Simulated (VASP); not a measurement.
# MnO (Fm-3m) in VASP: notebook

The runs below take MnO through single point, with r2SCAN+U, PBEsol+U.

Program: VASP 6.6.1. These are calculated values, not measurements. Logs are shortened: lines on timing, memory, paths and dates and some standing lists are left out, and cuts for length are marked.

### 1 The cell of the first run

Symmetry: Fm-3m, No. 225, cubic system. Conventional cell: a = 4.448 Å, b = 4.448 Å, c = 4.448 Å, α = 90.00°, β = 90.00°, γ = 90.00°. Mn (site symmetry m-3m) has 6 O at 2.22 Å within 2.9 Å. Within 2.9 Å of O (site symmetry m-3m) lie 6 Mn at 2.22 Å.

### 2 Single point, r2SCAN+U, collinear spin, ferromagnetic start

Input file POSCAR:

```
MnO
1.0
    0.0000000000      2.2239077028      2.2239077028
    2.2239077028      0.0000000000      2.2239077028
    2.2239077028      2.2239077028      0.0000000000
Mn O
1 1
Direct
    0.0000000000      0.0000000000      0.0000000000
    0.5000000000      0.5000000000      0.5000000000
```

Input file INCAR.step1:

```
SYSTEM = MnO
ALGO = Normal
EDIFF = 1E-5
ENCUT = 660
GGA = PE
GGA_COMPAT = .FALSE.
ISMEAR = -1
ISPIN = 2
LASPH = .TRUE.
LCHARG = .FALSE.
LDAU = .TRUE.
LDAUJ = 0 0
LDAUL = 2 -1
LDAUTYPE = 2
LDAUU = 1 0
LMAXMIX = 4
LREAL = .FALSE.
LWAVE = .TRUE.
MAGMOM = 4 0
NBANDS = 22
NELM = 200
PREC = Accurate
SIGMA = 0.05
```

Input file INCAR.step2:

```
SYSTEM = MnO
ALGO = Normal
EDIFF = 1E-6
ENCUT = 660
GGA_COMPAT = .FALSE.
ISIF = 2
ISMEAR = -1
ISPIN = 2
ISTART = 1
LASPH = .TRUE.
LCHARG = .FALSE.
LDAU = .TRUE.
LDAUJ = 0 0
LDAUL = 2 -1
LDAUPRINT = 1
LDAUTYPE = 2
LDAUU = 1 0
LMAXMIX = 4
LMIXTAU = .TRUE.
LORBIT = 11
LREAL = .FALSE.
LWAVE = .FALSE.
MAGMOM = 4 0
METAGGA = R2SCAN
NBANDS = 22
NELM = 200
PREC = Accurate
SIGMA = 0.05
```

Input file KPOINTS:

```
k-points
0
G
  10 10 10
  0 0 0
```

Potentials or basis: VASP PAW PBE potentials, release 64 (Mn_sv, O).

On the command line:

```sh
> cat potpaw_PBE.64/Mn_sv/POTCAR potpaw_PBE.64/O/POTCAR > POTCAR
> cp INCAR.step1 INCAR
> mpirun -np 1 vasp_std > vasp.out
> cp INCAR.step2 INCAR
> mpirun -np 1 vasp_std > vasp.out
```

OUTCAR:

```text
SYSTEM = MnO
   EDIFF = 1E-6
   ENCUT = 660
   ISIF = 2
   ISMEAR = -1
   ISPIN = 2
   ISTART = 1
   LASPH = .TRUE.
   LORBIT = 11
   LREAL = .FALSE.
   METAGGA = R2SCAN
   NELM = 200
   PREC = Accurate

 ion  position               nearest neighbor table
   1  0.000  0.000  0.000-   2 2.22   2 2.22   2 2.22   2 2.22   2 2.22   2 2.22
   2  0.500  0.500  0.500-   1 2.22   1 2.22   1 2.22   1 2.22   1 2.22   1 2.22

  LATTYP: Found a face centered cubic cell.
 ALAT       =     4.4478154056

  Lattice vectors:

 A1 = (   0.0000000000,   2.2239077028,   2.2239077028)
 A2 = (   2.2239077028,   0.0000000000,   2.2239077028)
 A3 = (   2.2239077028,   2.2239077028,   0.0000000000)

Analysis of symmetry for initial positions (statically):
=====================================================================
 Subroutine PRICEL returns:
 Original cell was already a primitive cell.

 Routine SETGRP: Setting up the symmetry group for a
 face centered cubic supercell.

 Subroutine GETGRP returns: Found 48 space group operations
 (whereof 48 operations were pure point group operations)
 out of a pool of 48 trial point group operations.

The static configuration has the point symmetry O_h .

Analysis of symmetry for dynamics (positions and initial velocities):
=====================================================================
 Subroutine PRICEL returns:
 Original cell was already a primitive cell.

 Routine SETGRP: Setting up the symmetry group for a
 face centered cubic supercell.

 Subroutine GETGRP returns: Found 48 space group operations
 (whereof 48 operations were pure point group operations)
 out of a pool of 48 trial point group operations.

The dynamic configuration has the point symmetry O_h .

Analysis of structural, dynamic, and magnetic symmetry:
=====================================================================
 Subroutine PRICEL returns:
 Original cell was already a primitive cell.

 Routine SETGRP: Setting up the symmetry group for a
 face centered cubic supercell.

 Subroutine GETGRP returns: Found 48 space group operations
 (whereof 48 operations were pure point group operations)
 out of a pool of 48 trial point group operations.

The overall configuration has the point symmetry O_h .

 Subroutine INISYM returns: Found 48 space group operations
 (whereof 48 operations are pure point group operations),
 and found     1 'primitive' translations

----------------------------------------------------------------------------------------

                                     Primitive cell

  volume of cell :      21.9979

  direct lattice vectors                    reciprocal lattice vectors
     0.000000000  2.223907703  2.223907703    -0.224829474  0.224829474  0.224829474
     2.223907703  0.000000000  2.223907703     0.224829474 -0.224829474  0.224829474
     2.223907703  2.223907703  0.000000000     0.224829474  0.224829474 -0.224829474

  length of vectors
     3.145080435  3.145080435  3.145080435     0.389416073  0.389416073  0.389416073

  position of ions in fractional coordinates (direct lattice)
     0.000000000  0.000000000  0.000000000
     0.500000000  0.500000000  0.500000000

  ion indices of the primitive-cell ions
   primitive index   ion index
                 1           1
                 2           2

----------------------------------------------------------------------------------------

 KPOINTS: k-points

Automatic generation of k-mesh.
 Grid dimensions read from file:
 generate k-points for:   10   10   10

[... 63 lines left out ...]
   EDIFF  = 0.1E-05   stopping-criterion for ELM
   LREAL  =      F    real-space projection
   EDIFFG = 0.1E-04   stopping-criterion for IOM
   NSW    =      0    number of steps for IOM
   IBRION =     -1    ionic relax: 0-MD 1-quasi-New 2-CG
   NFREE  =      0    steps in history (QN), initial steepest desc. (CG)
   ISIF   =      2    stress and relaxation
   ISYM   =      2    0-nonsym 1-usesym 2-fastsym
   POTIM  = 0.5000    time-step for ionic-motion
   TEBEG  =    0.0;   TEEND  =   0.0 temperature during run
   PSTRESS=    0.0 pullay stress
   NELECT =      21.0000    total number of electrons
   NUPDOWN=      -1.0000    fix difference up-down
   EMIN   =  10.00;   EMAX   =-10.00  energy-range for DOS
   EFERMI =   0.00;   METHOD = LEGACY
   ISMEAR =    -1;   SIGMA  =   0.05  broadening in eV -4-tet -1-fermi 0-gaus
   EFERMI_NEDOS =   21; number of points for ismear=-14 and -15
   IALGO  =     38    algorithm
   IMIX   =      4    mixing-type and parameters
     AMIX     =   0.40;   BMIX     =  1.00
     AMIX_MAG =   1.60;   BMIX_MAG =  1.00
  volume/ion in A,a.u.               =      11.00        74.22
  Fermi-wavevector in a.u.,A,eV,Ry     =   1.611961  3.046164 35.353623  2.598418
  Thomas-Fermi vector in A             =   2.707267
   LORBIT       =     11    0 simple, 1 ext, 2 COOP (PROOUT), +10 PAW based schemes
 LDA+U is selected, type is set to LDAUTYPE =  2
   angular momentum for each species LDAUL =     2   -1
   U (eV)           for each species LDAUU =   1.0  0.0
   J (eV)           for each species LDAUJ =   0.0  0.0
   METAGGA = R2SCAN    functional components
   LHFCALC =     F    Hartree Fock is set to
   AEXX    =    0.0000 exact exchange contribution
   IVDW    =     0    specifies the selected vdW correction
   LEPSILON=     F    determine dielectric tensor
   LRPA    =     F    only Hartree local field effects (RPA)
 spin polarized calculation
  energy-cutoff  :      660.00
  volume of cell :       22.00
 maximum number of plane-waves:       873
 NGX is ok and might be reduce to    28
   NGX = 13   NGY = 13   NGZ = 13

atom =   1  type =  1  l = 2

 onsite density matrix

spin component  1

  0.9018  0.0000  0.0000 -0.0000 -0.0000
  0.0000  0.9018 -0.0000 -0.0000  0.0000
  0.0000 -0.0000  0.9347  0.0000  0.0000
 -0.0000 -0.0000  0.0000  0.9018  0.0000
 -0.0000  0.0000  0.0000  0.0000  0.9347

spin component  2

  0.0151  0.0000  0.0000 -0.0000  0.0000
  0.0000  0.0151 -0.0000 -0.0000 -0.0000
  0.0000 -0.0000  0.0579 -0.0000 -0.0000
 -0.0000 -0.0000 -0.0000  0.0151 -0.0000
  0.0000 -0.0000 -0.0000 -0.0000  0.0579

 occupancies and eigenvectors

  o =  0.0151  v =  0.0000  0.0000  0.0000  0.0000  0.0000  1.0000 -0.0005 -0.0000  0.0008 -0.0000      0.0000  0.0000  0.0000  0.0000  0.0000  0.0000  0.0000  0.0000  0.0000  0.0000
  o =  0.0151  v =  0.0000  0.0000  0.0000  0.0000  0.0000 -0.0003 -0.9916 -0.0000 -0.1293 -0.0000      0.0000  0.0000  0.0000  0.0000  0.0000  0.0000  0.0000  0.0000  0.0000  0.0000
  o =  0.0151  v =  0.0000  0.0000  0.0000  0.0000  0.0000 -0.0009 -0.1293  0.0000  0.9916  0.0000      0.0000  0.0000  0.0000  0.0000  0.0000  0.0000  0.0000  0.0000  0.0000  0.0000
  o =  0.0579  v =  0.0000  0.0000  0.0000  0.0000  0.0000 -0.0000  0.0000 -1.0000 -0.0000 -0.0016      0.0000  0.0000  0.0000  0.0000  0.0000  0.0000  0.0000  0.0000  0.0000  0.0000
  o =  0.0579  v =  0.0000  0.0000  0.0000  0.0000  0.0000  0.0000 -0.0000 -0.0016 -0.0000  1.0000      0.0000  0.0000  0.0000  0.0000  0.0000  0.0000  0.0000  0.0000  0.0000  0.0000
  o =  0.9018  v =  0.0000  0.9125  0.0000  0.4091  0.0000  0.0000  0.0000  0.0000  0.0000  0.0000      0.0000  0.0000  0.0000  0.0000  0.0000  0.0000  0.0000  0.0000  0.0000  0.0000
  o =  0.9018  v =  0.0000 -0.4091 -0.0000  0.9125  0.0000  0.0000  0.0000  0.0000  0.0000  0.0000      0.0000  0.0000  0.0000  0.0000  0.0000  0.0000  0.0000  0.0000  0.0000  0.0000
  o =  0.9018  v =  1.0000  0.0000  0.0000  0.0000  0.0000  0.0000  0.0000  0.0000  0.0000  0.0000      0.0000  0.0000  0.0000  0.0000  0.0000  0.0000  0.0000  0.0000  0.0000  0.0000
  o =  0.9347  v =  0.0000  0.0000 -0.1577 -0.0000  0.9875  0.0000  0.0000  0.0000  0.0000  0.0000      0.0000  0.0000  0.0000  0.0000  0.0000  0.0000  0.0000  0.0000  0.0000  0.0000
  o =  0.9347  v =  0.0000 -0.0000  0.9875  0.0000  0.1577  0.0000  0.0000  0.0000  0.0000  0.0000      0.0000  0.0000  0.0000  0.0000  0.0000  0.0000  0.0000  0.0000  0.0000  0.0000

 number of electron      21.0000010 magnetization       5.0000162

 Free energy of the ion-electron system (eV)
  ---------------------------------------------------
  ext. energy  EPLUGINS =         0.00000000
  ---------------------------------------------------
  free energy    TOTEN  =       -24.28269472 eV

  energy without entropy =      -24.28248880  energy(sigma->0) =      -24.28259176

 E-fermi :   8.9833     XC(G=0): -12.5167

 val. band max:        8.9592627780   @ k =   0.0000   0.0000   0.0000
 cond. band min:       9.5372134308   @ k =   0.5000   0.5000   0.0000
 fundamental gap:      0.5779506528
 Fermi energy:         8.9832738278

 spin component 1

 k-point     1 :       0.0000    0.0000    0.0000
  band No.  band energies     occupation
      1     -76.0550      1.00000
      2     -43.5499      1.00000
      3     -43.5499      1.00000
      4     -43.5499      1.00000
      5     -12.1520      1.00000
      6       5.1193      1.00000
[... 1193 lines left out ...]
     21      37.8747      0.00000
     22      38.6673      0.00000

 [... further k-points ...]

------------------------ aborting loop because EDIFF is reached ----------------------------------------

  FORCE on cell =-STRESS in cart. coord.  units (eV):
  Direction    XX          YY          ZZ          XY          YZ          ZX
  --------------------------------------------------------------------------------------
  -------------------------------------------------------------------------------------
  Total       -0.0590235     -0.0590235     -0.0590235     -0.0000000     -0.0000000      0.0000000
  in kB       -4.2988788     -4.2988788     -4.2988788     -0.0000000     -0.0000000      0.0000000
  external PRESSURE =      -4.2988788 kB  Pullay stress =       0.0000000 kB

 VOLUME and BASIS-vectors are now :
 -----------------------------------------------------------------------------
  energy-cutoff  :      660.00
  volume of cell :       22.00
      direct lattice vectors                 reciprocal lattice vectors
     0.000000000  2.223907703  2.223907703    -0.224829474  0.224829474  0.224829474
     2.223907703  0.000000000  2.223907703     0.224829474 -0.224829474  0.224829474
     2.223907703  2.223907703  0.000000000     0.224829474  0.224829474 -0.224829474

 POSITION                                       TOTAL-FORCE (eV/Angst)
 -----------------------------------------------------------------------------------
      0.00000      0.00000      0.00000         0.000000      0.000000      0.000000
      2.22391      2.22391      2.22391         0.000000     -0.000000     -0.000000
 -----------------------------------------------------------------------------------
    total drift:                                0.000000      0.000000      0.000000

  FREE ENERGIE OF THE ION-ELECTRON SYSTEM (eV)
  ---------------------------------------------------
  free  energy   TOTEN  =       -24.2826947178 eV

  energy  without entropy=      -24.2824887989  energy(sigma->0) =      -24.28259176

 total charge

# of ion       s       p       d       tot
------------------------------------------
    1        2.107   6.021   4.715  12.843
    2        1.554   3.480   0.000   5.033
--------------------------------------------------
tot          3.661   9.501   4.715  17.877

 magnetization (x)

# of ion       s       p       d       tot
------------------------------------------
    1        0.025   0.013   4.399   4.436
    2        0.030   0.182   0.000   0.212
--------------------------------------------------
tot          0.055   0.195   4.399   4.648
```

Wall time 2.2 min (1 thread of Intel Xeon 6975P-C (Granite Rapids), shared host); peak memory 0.21 GiB.

What came out:

| Quantity | Value |
| --- | --- |
| Free energy | -24.2827 eV |
| Pressure | -0.4 GPa |
| Net moment | 5.00 μB per cell |
| Site moments | Mn +4.44; O +0.21 μB |
| Valence electrons inside the program's atomic spheres | Mn 12.84; O 5.03 |

Levels at points of the mesh, in eV from the Fermi level:
Spin up:
| k point | band 9 | band 10 | band 11 | band 12 | band 13 | band 14 | band 15 | band 16 | band 17 | band 18 |
| --- | --- | --- | --- | --- | --- | --- | --- | --- | --- | --- |
| (0.00, 0.00, 0.00) | -3.72 | -3.72 | -3.72 | -3.41 | -3.41 | -0.02 | 14.80 | 16.87 | 16.87 | 16.87 |
| (0.50, 0.00, 0.00) | -3.04 | -3.04 | -2.46 | -0.19 | -0.19 | 4.11 | 8.45 | 12.65 | 12.65 | 19.17 |
| (0.50, 0.50, 0.00) | -4.75 | -3.02 | -2.79 | -2.79 | -2.65 | 5.60 | 8.64 | 10.80 | 14.61 | 14.61 |
Spin down:
```tsv
k point	band 6	band 7	band 8	band 9	band 10	band 11
(0.00, 0.00, 0.00)	-3.20	-3.20	-3.20	1.74	2.40	2.40
(0.50, 0.00, 0.00)	-7.25	-4.58	-4.58	3.63	3.81	3.81
(0.50, 0.50, 0.00)	-6.40	-4.24	-4.24	0.55	3.78	3.93
```

Eigenvalues of the final occupation matrices:
```csv
site,spin,trace,eigenvalues
site 1 d,1,4.57,0.90 0.90 0.90 0.93 0.93
site 1 d,2,0.16,0.02 0.02 0.02 0.06 0.06
```

Caveat: the PAW data sets were made with another functional, which shifts forces and pressure a little; a cell with one magnetic atom can't hold antiferromagnetic order, which such compounds often take. The state reached can hang on the start; a lower one may exist.

### 3 Single point, r2SCAN+U, collinear spin, ferromagnetic start

POSCAR is that of step 2.

Input file INCAR.step1:

```
SYSTEM = MnO
PREC = Accurate
ENCUT = 660
ISMEAR = -1
SIGMA = 0.05
LREAL = .False.
LASPH = .True.
NELM = 200
ISPIN = 2
MAGMOM = 4 0
LMAXMIX = 4
LDAU = .True.
LDAUTYPE = 2
LDAUL = 2 -1
LDAUU = 2 0
LDAUJ = 0 0
NBANDS = 22
GGA = PE
ALGO = Normal
EDIFF = 1E-5
LWAVE = .True.
LCHARG = .False.
GGA_COMPAT = .False.
```

Input file INCAR.step2:

```
SYSTEM = MnO
PREC = Accurate
ENCUT = 660
EDIFF = 1E-6
ISMEAR = -1
SIGMA = 0.05
LREAL = .False.
LASPH = .True.
NELM = 200
ALGO = Normal
ISIF = 2
LWAVE = .False.
LCHARG = .False.
ISPIN = 2
MAGMOM = 4 0
LORBIT = 11
LMAXMIX = 4
LDAU = .True.
LDAUTYPE = 2
LDAUL = 2 -1
LDAUU = 2 0
LDAUJ = 0 0
LDAUPRINT = 1
METAGGA = R2SCAN
LMIXTAU = .True.
NBANDS = 22
ISTART = 1
GGA_COMPAT = .False.
```

Input file KPOINTS:

```
Automatic mesh
0
Gamma
  10 10 10
  0 0 0
```

Potentials or basis: VASP PAW PBE potentials, release 64 (Mn_sv, O).

On the command line:

```sh
> cat potpaw_PBE.64/Mn_sv/POTCAR potpaw_PBE.64/O/POTCAR > POTCAR
> cp INCAR.step1 INCAR
> mpirun -np 1 vasp_std > vasp.out
> cp INCAR.step2 INCAR
> mpirun -np 1 vasp_std > vasp.out
```

OUTCAR:

```text
SYSTEM = MnO
   PREC = Accurate
   ENCUT = 660
   EDIFF = 1E-6
   ISMEAR = -1
   LREAL = .False.
   LASPH = .True.
   NELM = 200
   ISIF = 2
   ISPIN = 2
   LORBIT = 11
   METAGGA = R2SCAN
   ISTART = 1

 ion  position               nearest neighbor table
   1  0.000  0.000  0.000-   2 2.22   2 2.22   2 2.22   2 2.22   2 2.22   2 2.22
   2  0.500  0.500  0.500-   1 2.22   1 2.22   1 2.22   1 2.22   1 2.22   1 2.22

  LATTYP: Found a face centered cubic cell.
 ALAT       =     4.4478154056

  Lattice vectors:

 A1 = (   0.0000000000,   2.2239077028,   2.2239077028)
 A2 = (   2.2239077028,   0.0000000000,   2.2239077028)
 A3 = (   2.2239077028,   2.2239077028,   0.0000000000)
[... 1452 lines left out ...]
 -----------------------------------------------------------------------------
  energy-cutoff  :      660.00
  volume of cell :       22.00
      direct lattice vectors                 reciprocal lattice vectors
     0.000000000  2.223907703  2.223907703    -0.224829474  0.224829474  0.224829474
     2.223907703  0.000000000  2.223907703     0.224829474 -0.224829474  0.224829474
     2.223907703  2.223907703  0.000000000     0.224829474  0.224829474 -0.224829474

 POSITION                                       TOTAL-FORCE (eV/Angst)
 -----------------------------------------------------------------------------------
      0.00000      0.00000      0.00000         0.000000     -0.000000     -0.000000
      2.22391      2.22391      2.22391        -0.000000      0.000000      0.000000
 -----------------------------------------------------------------------------------
    total drift:                                0.000000      0.000000      0.000000

  FREE ENERGIE OF THE ION-ELECTRON SYSTEM (eV)
  ---------------------------------------------------
  free  energy   TOTEN  =       -24.0218155920 eV

  energy  without entropy=      -24.0217705135  energy(sigma->0) =      -24.02179305

 total charge

# of ion       s       p       d       tot
------------------------------------------
    1        2.107   6.021   4.731  12.860
    2        1.553   3.485   0.000   5.038
--------------------------------------------------
tot          3.660   9.507   4.731  17.898

 magnetization (x)

# of ion       s       p       d       tot
------------------------------------------
    1        0.024   0.013   4.443   4.481
    2        0.029   0.166   0.000   0.195
--------------------------------------------------
tot          0.053   0.179   4.443   4.676
```

OUTCAR.step1:

```text
SYSTEM = MnO
   PREC = Accurate
   ENCUT = 660
   ISMEAR = -1
   LREAL = .False.
   LASPH = .True.
[... 1446 lines left out ...]
      0.00000      0.00000      0.00000        -0.000000     -0.000000     -0.000000
      2.22391      2.22391      2.22391         0.000000      0.000000      0.000000
 -----------------------------------------------------------------------------------
    total drift:                                0.000000      0.000000      0.000000

  FREE ENERGIE OF THE ION-ELECTRON SYSTEM (eV)
  ---------------------------------------------------
  free  energy   TOTEN  =       -15.8235526101 eV

  energy  without entropy=      -15.8228657262  energy(sigma->0) =      -15.82320917
```

OSZICAR.step1:

```text
N       E                     dE             d eps       ncg     rms          rms(c)
DAV:   1     0.296121613241E+03    0.29612E+03   -0.12541E+04  4552   0.142E+03
DAV:   2    -0.171657529006E+00   -0.29629E+03   -0.27794E+03  4178   0.443E+02
DAV:   3    -0.162282538118E+02   -0.16057E+02   -0.15798E+02  5754   0.122E+02
DAV:   4    -0.170832593284E+02   -0.85501E+00   -0.85011E+00  6400   0.237E+01
DAV:   5    -0.170898358235E+02   -0.65765E-02   -0.65758E-02  5402   0.208E+00    0.138E+01
DAV:   6    -0.158040834071E+02    0.12858E+01   -0.10091E+01  6600   0.412E+01    0.178E+01
DAV:   7    -0.158362873496E+02   -0.32204E-01   -0.88488E-01  6308   0.179E+01    0.952E+00
DAV:   8    -0.158286571547E+02    0.76302E-02   -0.95211E-02  5644   0.420E+00    0.423E+00
DAV:   9    -0.158225799778E+02    0.60772E-02   -0.24375E-02  5798   0.246E+00    0.519E-01
DAV:  10    -0.158226773411E+02   -0.97363E-04   -0.39201E-03  6058   0.103E+00    0.333E-01
DAV:  11    -0.158234786748E+02   -0.80133E-03   -0.32338E-04  5208   0.209E-01    0.684E-02
DAV:  12    -0.158235255638E+02   -0.46889E-04   -0.19967E-05  5674   0.736E-02    0.387E-02
DAV:  13    -0.158235509334E+02   -0.25370E-04   -0.26221E-05  4880   0.537E-02    0.120E-02
DAV:  14    -0.158235526101E+02   -0.16767E-05   -0.15687E-06  2974   0.156E-02
   1 F= -.15823553E+02 E0= -.15823209E+02  d E =-.686884E-03  mag=     4.9971
```

It took 3.5 min on 1 thread of Intel Xeon Platinum 8488C (Sapphire Rapids), shared host; peak memory 0.21 GiB.

Results:

```
Free energy                                           : -24.0218 eV
Pressure                                              : 0.1 GPa
Band gap on the k mesh                                : 0.41 eV (least direct gap 3.20 eV)
Net moment                                            : 5.00 μB per cell
Site moments                                          : Mn +4.48; O +0.20 μB
Valence electrons inside the program's atomic spheres : Mn 12.86; O 5.04
```

Eigenvalues of the final occupation matrices:
```tsv
site	spin	trace	eigenvalues
site 1 d	1	4.61	0.91 0.91 0.91 0.94 0.94
site 1 d	2	0.15	0.01 0.01 0.01 0.05 0.05
```

Caveat: the PAW data sets were made with another functional, which shifts forces and pressure a little; a cell with one magnetic atom can't hold antiferromagnetic order, which such compounds often take. A k mesh can miss the band edges.

[end of part 1 of 2]
